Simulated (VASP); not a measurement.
The system is Bi.

```
Bi
1.0
     2.26750    1.30914    3.93800
    -2.26750    1.30914    3.93800
     0.00000   -2.61828    3.93800
Bi
2
Direct
  0.23400 0.23400 0.23400
  0.76600 0.76600 0.76600
```

```yaml
Program: VASP 6.6.1
Task: relaxation of cell and atoms
Functional: PBEsol
Potentials_or_basis: VASP PAW PBE potentials, release 64 (Bi_d)
Cutoff: 600 eV
k_mesh: 7 × 7 × 7
Occupations: methfessel-paxton, width 0.0346 eV
Spin: no spin polarisation
```

At the start: pressure -0.4 GPa; volume 35.07 Å³/atom.

Task: How do energy, volume and symmetry change on relaxing?

Result: Over 12 steps the energy falls by 3.4 meV/atom and the volume is 34.29 Å³/atom (-2.2 %); space group R-3m (No. 166, to 0.1 Å) before and after.

Step by step:
```csv
step,energy change (eV),largest force (eV/Å),pressure (GPa),volume (Å³)
1,0.0000,0.1334,-0.37,70.14
2,-0.0027,0.1358,0.08,69.31
3,-0.0032,0.1369,0.37,68.80
4,-0.0050,0.0879,0.23,68.77
5,-0.0066,0.0091,-0.04,68.73
6,-0.0066,0.0158,-0.03,68.72
7,-0.0067,0.0121,0.00,68.67
8,-0.0068,0.0099,-0.02,68.62
9,-0.0068,0.0009,0.07,68.53
10,-0.0068,0.0009,0.06,68.56
11,-0.0068,0.0014,0.05,68.58
12,-0.0068,0.0031,0.02,68.57
```

Final structure:
```xyz
2
Lattice="2.2657 1.3081 3.8560 -2.2657 1.3081 3.8560 0.0000 -2.6163 3.8560" Properties=species:S:1:pos:R:3 pbc="T T T"
Bi    0.0000    0.0000    2.7396
Bi    0.0000    0.0000    8.8284
```

Caveat: the PAW data sets were made with another functional, which shifts forces and pressure a little.
